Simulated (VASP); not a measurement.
# C in VASP: notebook, part 2 of 2

VASP 6.6.1. Earlier steps stand in the parts before.

## Step 3: Single point, r2SCAN

This run uses another cell than the first one, of 5.64 Å³/atom.

The input, POSCAR:

```
C
1.0
    1.7801407966      1.7801407966      0.0000000000
   -1.7801407966      1.7801407966      0.0000000000
    0.0000000000      1.7801407966      1.7801407966
C
2
Direct
    0.5000000000      0.5000000000      0.0000000000
    0.7500000000      0.2500000000      0.5000000000
```

The input, INCAR.step1:

```
SYSTEM = C
PREC = Accurate
ENCUT = 1430
ISMEAR = 0
SIGMA = 0.01
LREAL = .False.
LASPH = .True.
NELM = 120
NBANDS = 11
GGA = PE
ALGO = Normal
EDIFF = 1E-5
LWAVE = .True.
LCHARG = .False.
GGA_COMPAT = .False.
```

The input, INCAR.step2:

```
SYSTEM = C
PREC = Accurate
ENCUT = 1430
EDIFF = 1E-6
ISMEAR = 0
SIGMA = 0.01
LREAL = .False.
LASPH = .True.
NELM = 120
ALGO = Normal
ISIF = 2
LWAVE = .False.
LCHARG = .False.
METAGGA = R2SCAN
LMIXTAU = .True.
NBANDS = 11
ISTART = 1
GGA_COMPAT = .False.
```

The input, KPOINTS:

```
regular mesh
0
Gamma
  12 12 12
  0 0 0
```

Potentials or basis: VASP PAW PBE potentials, release 64 (C_h).

The run is started by

```bash
$ cat potpaw_PBE.64/C_h/POTCAR > POTCAR
$ cp INCAR.step1 INCAR
$ mpirun -np 1 vasp_std > vasp.out
$ cp INCAR.step2 INCAR
$ mpirun -np 1 vasp_std > vasp.out
```

OUTCAR:

```text
SYSTEM = C
   PREC = Accurate
   ENCUT = 1430
   EDIFF = 1E-6
   ISMEAR = 0
   LREAL = .False.
   LASPH = .True.
   NELM = 120
   ISIF = 2
   METAGGA = R2SCAN
   ISTART = 1

 ion  position               nearest neighbor table
   1  0.500  0.500  0.000-
   2  0.750  0.250  0.500-

  LATTYP: Found a face centered cubic cell.
 ALAT       =     3.5602815932

  Lattice vectors:

 A1 = (   0.0000000000,   1.7801407966,   1.7801407966)
[... 513 lines left out ...]
      4       6.6883      2.00000
      5      18.0446      0.00000
      6      22.6589      0.00000
      7      22.7264      0.00000
      8      24.4509      0.00000
      9      33.3870      0.00000
     10      34.7844      0.00000
     11      39.7051      0.00000

 [... further k-points ...]
[... 5 lines left out ...]
  --------------------------------------------------------------------------------------
  -------------------------------------------------------------------------------------
  Total       -0.0443180     -0.0443180     -0.0443180     -0.0000000      0.0000000     -0.0000000
  in kB       -6.2935738     -6.2935738     -6.2935738     -0.0000000      0.0000000     -0.0000000
  external PRESSURE =      -6.2935738 kB  Pullay stress =       0.0000000 kB

 VOLUME and BASIS-vectors are now :
 -----------------------------------------------------------------------------
  energy-cutoff  :     1430.00
  volume of cell :       11.28
      direct lattice vectors                 reciprocal lattice vectors
     1.780140797  1.780140797  0.000000000     0.280876659  0.280876659 -0.280876659
    -1.780140797  1.780140797  0.000000000    -0.280876659  0.280876659 -0.280876659
     0.000000000  1.780140797  1.780140797     0.000000000  0.000000000  0.561753319

 POSITION                                       TOTAL-FORCE (eV/Angst)
 -----------------------------------------------------------------------------------
      0.00000      1.78014      0.00000         0.000000      0.000000      0.000000
      0.89007      2.67021      0.89007        -0.000000     -0.000000     -0.000000
 -----------------------------------------------------------------------------------
    total drift:                                0.000000     -0.000000      0.000000

  FREE ENERGIE OF THE ION-ELECTRON SYSTEM (eV)
  ---------------------------------------------------
  free  energy   TOTEN  =       -19.7226193879 eV

  energy  without entropy=      -19.7226193879  energy(sigma->0) =      -19.72261939
```

OUTCAR.step1:

```text
SYSTEM = C
   PREC = Accurate
   ENCUT = 1430
   ISMEAR = 0
   LREAL = .False.
[... 560 lines left out ...]
      0.00000      1.78014      0.00000        -0.000000     -0.000000      0.000000
      0.89007      2.67021      0.89007         0.000000      0.000000     -0.000000
 -----------------------------------------------------------------------------------
    total drift:                                0.000000     -0.000000     -0.000000

  FREE ENERGIE OF THE ION-ELECTRON SYSTEM (eV)
  ---------------------------------------------------
  free  energy   TOTEN  =       -18.2141234061 eV

  energy  without entropy=      -18.2141234061  energy(sigma->0) =      -18.21412341
```

Wall time 56 s (1 thread of Intel Xeon Platinum 8559C (Emerald Rapids), shared host); peak memory 0.18 GiB.

Results:

* Free energy: -19.7226 eV
* Pressure: -0.6 GPa
* Band gap on the k mesh: 4.39 eV (least direct gap 5.89 eV)

Caveat: the PAW data sets were made with another functional, which shifts forces and pressure a little. A k mesh can miss the band edges.

## Step 4: Single point, r2SCAN (in-plane strain -0.02, then relaxed in part)

The input, POSCAR:

```
C
1.0
    1.7445379806      1.7445379806      0.0000000000
   -1.7445379806      1.7445379806      0.0000000000
    0.0000000000      1.7445379806      1.7879629429
C
2
Direct
    0.5000000000      0.5000000000      0.0000000000
    0.7500000000      0.2500000000      0.5000000000
```

The input, INCAR.step1:

```
SYSTEM = C
PREC = Accurate ; ENCUT = 1430
ISMEAR = 0 ; SIGMA = 0.01
LREAL = .False. ; LASPH = .True.
NELM = 120 ; NBANDS = 11
GGA = PE ; ALGO = Normal
EDIFF = 1E-5 ; LWAVE = .True.
LCHARG = .False. ; GGA_COMPAT = .False.
```

The input, INCAR.step2:

```
SYSTEM = C
PREC = Accurate ; ENCUT = 1430
EDIFF = 1E-6 ; ISMEAR = 0
SIGMA = 0.01 ; LREAL = .False.
LASPH = .True. ; NELM = 120
ALGO = Normal ; ISIF = 2
LWAVE = .False. ; LCHARG = .True.
METAGGA = R2SCAN ; LMIXTAU = .True.
LELF = .True. ; LVHAR = .True.
NBANDS = 11 ; ISTART = 1
GGA_COMPAT = .False.
```

KPOINTS is that of step 3.

The run is started by

```bash
$ cat potpaw_PBE.64/C_h/POTCAR > POTCAR
$ cp INCAR.step1 INCAR
$ mpirun -np 1 vasp_std > vasp.out
$ cp INCAR.step2 INCAR
$ mpirun -np 1 vasp_std > vasp.out
```

Run time: 2.7 min. Hardware: 1 thread of Intel Xeon Platinum 8488C (Sapphire Rapids), shared host; peak memory 0.21 GiB.

The run converged. Its results:

| Quantity | Value |
| --- | --- |
| Free energy | -19.6882 eV |
| Pressure | 16.7 GPa |
| Band gap on the k mesh | 4.14 eV (least direct gap 5.75 eV) |

Stress tensor (GPa, compression positive):
```
25.38  0.00  0.00
 0.00 25.38  0.00
 0.00  0.00 -0.70
```

Levels at points of the mesh, in eV from the valence-band top:
| k point | band 1 | band 2 | band 3 | band 4 | band 5 | band 6 | band 7 | band 8 | band 9 |
| --- | --- | --- | --- | --- | --- | --- | --- | --- | --- |
| (0.00, 0.00, 0.00) | -23.39 | -0.41 | 0.00 | 0.00 | 5.75 | 5.75 | 6.09 | 14.71 | 20.85 |
| (0.50, 0.00, 0.00) | -17.19 | -14.63 | -3.46 | -2.97 | 8.59 | 9.07 | 9.85 | 17.01 | 23.69 |
| (0.50, 0.50, 0.00) | -13.87 | -13.87 | -7.17 | -7.17 | 4.78 | 4.78 | 18.46 | 18.46 | 25.41 |
| (0.00, 0.00, 0.50) | -14.28 | -14.28 | -6.78 | -6.78 | 5.40 | 5.40 | 18.35 | 18.35 | 25.05 |

Caveat: the cell differs from its parent crystal (in-plane strain -0.02, then relaxed in part); the stress differs along the axes, from -1 to 25 GPa; the PAW data sets were made with another functional, which shifts forces and pressure a little. A k mesh can miss the band edges.

## Step 5: Summary

```tsv
cell	gap on the mesh (eV)	pressure (GPa)
a = 2.492, b = 2.492, c = 2.508 Å, angles 60.2, 60.2, 90.0°, 2 atoms	4.26	7.7
a = 2.517 Å, angles 60.0, 60.0, 90.0°, 2 atoms	4.39	-0.6
a = 2.467, b = 2.467, c = 2.498 Å, angles 60.4, 60.4, 90.0°, 2 atoms	4.14	16.7
```

Alike in all rows: task single point; level r2SCAN; potentials or basis VASP PAW PBE potentials, release 64 (C_h); no spin polarisation; k mesh 12 × 12 × 12; cutoff (eV) 1430; smearing gaussian 0.01 eV.

Caveats: the PAW data sets were made with another functional, which shifts forces and pressure a little; the stress differs along the axes, from -1 to 12 GPa (at least some runs); the stress differs along the axes, from -1 to 25 GPa (at least some runs).

Total energies depend on the potentials used, so only differences within one code and one set of settings carry meaning.
